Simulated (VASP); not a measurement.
Set up this calculation in VASP 6.6.1, as the native input.

- Task: relaxation of cell and atoms
- Functional: r2SCAN
- Potentials or basis: VASP PAW PBE potentials, release 64 (Cu, Ru_pv)
- Cutoff: 600 eV
- k mesh: 18 × 18 × 18
- Occupations: gaussian, width 0.1 eV
- Spin: no spin polarisation
- Dipole correction: no
- Further INCAR settings: ALGO = Normal; EDIFF = 1e-07; IBRION = 2; EDIFFG = -0.01; NSW = 100; ISIF = 3

CuRu:

```
Cu Ru
1.0
     2.93126    0.00000    0.00000
     0.00000    2.93126    0.00000
     0.00000    0.00000    2.93126
Cu Ru
1 1
Direct
  0.00000 0.00000 0.00000
  0.50000 0.50000 0.50000
```

The input as run:

POSCAR

```
CuRu
1.0
    2.9312613211      0.0000000000      0.0000000000
    0.0000000000      2.9312613211      0.0000000000
    0.0000000000      0.0000000000      2.9312613211
Cu Ru
1 1
Direct
    0.0000000000      0.0000000000      0.0000000000
    0.5000000000      0.5000000000      0.5000000000
```

INCAR.step1

```
ALGO     = Normal         # electronic algorithm
EDIFF    = 1E-4           # SCF threshold, eV
ENCUT    = 600            # plane-wave cutoff, eV
GGA      = PE             # functional
ISMEAR   = 0              # smearing method
LASPH    = True           # aspherical terms in the spheres
LCHARG   = False          # write CHGCAR
LREAL    = False          # projectors in reciprocal space
LWAVE    = True           # write WAVECAR
NELM     = 60             # most SCF steps
PREC     = Accurate       # precision mode
SIGMA    = 0.1            # smearing width, eV
```

INCAR.step2

```
ALGO     = Normal         # electronic algorithm
EDIFF    = 1E-7           # SCF threshold, eV
EDIFFG   = -0.01          # ionic threshold
ENCUT    = 600            # plane-wave cutoff, eV
IBRION   = 2              # ionic algorithm
ISIF     = 3              # what is computed and relaxed
ISMEAR   = 0              # smearing method
ISTART   = 1            
LASPH    = True           # aspherical terms in the spheres
LCHARG   = False          # write CHGCAR
LMIXTAU  = True         
LREAL    = False          # projectors in reciprocal space
LWAVE    = False          # write WAVECAR
METAGGA  = R2SCAN         # meta-GGA
NELM     = 60             # most SCF steps
NSW      = 100            # ionic steps
PREC     = Accurate       # precision mode
SIGMA    = 0.1            # smearing width, eV
```

KPOINTS

```
k-points
0
Gamma
  18 18 18
```

Potentials or basis: VASP PAW PBE potentials, release 64 (Cu, Ru_pv).

Launch:

```bash
$ cat potpaw_PBE.64/Cu/POTCAR potpaw_PBE.64/Ru_pv/POTCAR > POTCAR
$ cp INCAR.step1 INCAR
$ mpirun -np 1 vasp_std > vasp.out
$ cp INCAR.step2 INCAR
$ mpirun -np 1 vasp_std > vasp.out
```

It gave:

```json
{
  "Relaxed volume": "12.58 Å³/atom",
  "Relaxed cell": "a = 2.930 Å, b = 2.930 Å, c = 2.930 Å, α = 90.00°, β = 90.00°, γ = 90.00°",
  "Space group after relaxing (to 0.1 Å)": "Pm-3m (No. 221)",
  "Energy gained by relaxing": "0.0 meV/atom",
  "Ionic steps": "3",
  "Pressure after relaxing": "0.0 GPa",
  "Band gap on the k mesh": "zero (an odd number of electrons rules out a gap without spin polarisation)"
}
```

Caveat: the PAW data sets were made with another functional, which shifts forces and pressure a little.

Run time: 3.8 min on 1 thread of Intel(R) Xeon(R) 6975P-C (Granite Rapids) (shared host), peak memory 0.25 GiB.
